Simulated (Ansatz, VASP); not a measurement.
## One calculation of MgO, two programs

INCAR

```
SYSTEM = MgO
PREC     = Accurate       ! precision mode
ENCUT    = 520            ! plane-wave cutoff, eV
EDIFF    = 1E-6           ! SCF threshold, eV
ISMEAR   = -1             ! smearing method
SIGMA    = 0.02           ! smearing width, eV
LREAL    = .FALSE.        ! projectors in reciprocal space
LASPH    = .TRUE.         ! aspherical terms in the spheres
NELM     = 60             ! most SCF steps
ALGO     = Normal         ! electronic algorithm
ISIF     = 2              ! what is computed and relaxed
LWAVE    = .FALSE.        ! write WAVECAR
LCHARG   = .FALSE.        ! write CHGCAR
GGA      = PE             ! functional
NBANDS   = 11             ! bands
```

File KPOINTS:

```
Automatic mesh
0
G
  10 10 10
  0 0 0
```

The input POSCAR:

```
MgO
1.0
    0.0000000000      2.1021674167      2.1021674167
    2.1021674167      0.0000000000      2.1021674167
    2.1021674167      2.1021674167      0.0000000000
Mg O
1 1
Direct
    0.0000000000      0.0000000000      0.0000000000
    0.5000000000      0.5000000000      0.5000000000
```

Input for Ansatz:

```yaml
crystal:
  lattice:
    - [0.0, 2.1021674167, 2.1021674167]
    - [2.1021674167, 0.0, 2.1021674167]
    - [2.1021674167, 2.1021674167, 0.0]
  atoms:
    - { symbol: Mg, position: [0.0, 0.0, 0.0] }
    - { symbol: O, position: [0.5, 0.5, 0.5] }
kpoints:
  mp_grid: { grid: [10, 10, 10] }
  band_path:
    path:
      - [[0.0, 0.0, 0.0], [0.5, -8.763790343458e-34, 0.5], [0.625, 0.25, 0.625]]
      - [[0.375, 0.375, 0.75], [0.0, 0.0, 0.0], [0.5, 0.5, 0.5], [0.5, 0.25, 0.75], [0.5, -8.763790343458e-34, 0.5]]
    npoints: 10
hamiltonian:
  xc: pbe
scf:
  occupations: { method: fermi_dirac, width: 0.02 }
  n_extra_bands: 4
output:
  forces: true
  stress: true
  eigenvalues: true
```

Alike in both runs: task single point; functional PBE; k mesh 10 × 10 × 10; occupations fermi-dirac, width 0.02 eV; no spin polarisation.

|  | VASP | Ansatz |
| --- | --- | --- |
| version | VASP 6.6.1 | Ansatz 0.2.0 |
| potentials or method | VASP PAW PBE potentials, release 64 (Mg, O) | plane waves, PAW |
| plane-wave cutoff (eV) | 520 | 420 |
| valence electrons in the cell | 8 | 16 |

VASP gave:

* gap on the k mesh at the Fermi level (eV): 4.78
* pressure (GPa): 4.9

Task: Which values does Ansatz return?

Result: gap on the k mesh at the Fermi level (eV): 4.80; pressure (GPa): 5.6.

VASP's potentials hold 8 valence electrons a cell and Ansatz's 16, so a difference there can come from the potentials and not from the codes.
